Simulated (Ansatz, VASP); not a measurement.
# ZnS: VASP beside Ansatz

File POSCAR:

```
ZnS
1.0
    0.0000000000      2.6945606784      2.6945606784
    2.6945606784      0.0000000000      2.6945606784
    2.6945606784      2.6945606784      0.0000000000
Zn S
1 1
Direct
    0.0000000000      0.0000000000      0.0000000000
    0.7500000000      0.7500000000      0.7500000000
```

The input INCAR.step1:

```
SYSTEM = ZnS
PREC = Accurate ; ENCUT = 520
ISMEAR = 0 ; SIGMA = 0.05
LREAL = .False. ; LASPH = .True.
NELM = 80 ; NBANDS = 16
GGA = PE ; ALGO = Normal
EDIFF = 1E-4 ; LWAVE = .True.
LCHARG = .False.
```

File INCAR.step2:

```
SYSTEM = ZnS
PREC = Accurate ; ENCUT = 520
EDIFF = 1E-6 ; ISMEAR = 0
SIGMA = 0.05 ; LREAL = .False.
LASPH = .True. ; NELM = 80
ALGO = Normal ; ISIF = 2
LWAVE = .False. ; LCHARG = .False.
METAGGA = R2SCAN ; LMIXTAU = .True.
NBANDS = 16 ; ISTART = 1
```

File KPOINTS:

```
Automatic mesh
0
Gamma
  8 8 8
  0 0 0
```

Input for Ansatz:

```yaml
crystal:
  lattice:
    - [0.0, 2.6945606784, 2.6945606784]
    - [2.6945606784, 0.0, 2.6945606784]
    - [2.6945606784, 2.6945606784, 0.0]
  atoms:
    - { symbol: Zn, position: [0.0, 0.0, 0.0] }
    - { symbol: S, position: [0.75, 0.75, 0.75] }
basis:
  ecutwfc: 500
  ecutrho_ratio: 4
kpoints:
  mp_grid: { grid: [8, 8, 8] }
hamiltonian:
  xc: r2scan
scf:
  occupations: { method: gaussian, width: 0.05 }
output:
  forces: true
  stress: true
  eigenvalues: true
```

Alike in both runs: task single point; functional r2SCAN; k mesh 8 × 8 × 8; occupations gaussian, width 0.05 eV; no spin polarisation.

|  | VASP | Ansatz |
| --- | --- | --- |
| version | VASP 6.6.1 | Ansatz 0.2.0 |
| potentials or method | VASP PAW PBE potentials, release 64 (Zn, S), cutoff 520 eV | scalar-relativistic, plane waves, PAW |
| valence electrons in the cell | 18 | 18 |

Ansatz gave:

```
gap on the k mesh at the Fermi level (eV) : 2.70
least direct gap on the mesh (eV)         : 2.70
pressure (GPa)                            : 0.0
```

Question: Which values does VASP return?

Answer: gap on the k mesh at the Fermi level (eV): 2.71; least direct gap on the mesh (eV): 2.71; pressure (GPa): 0.0.

VASP's potentials were made for PBE, not for r2SCAN.
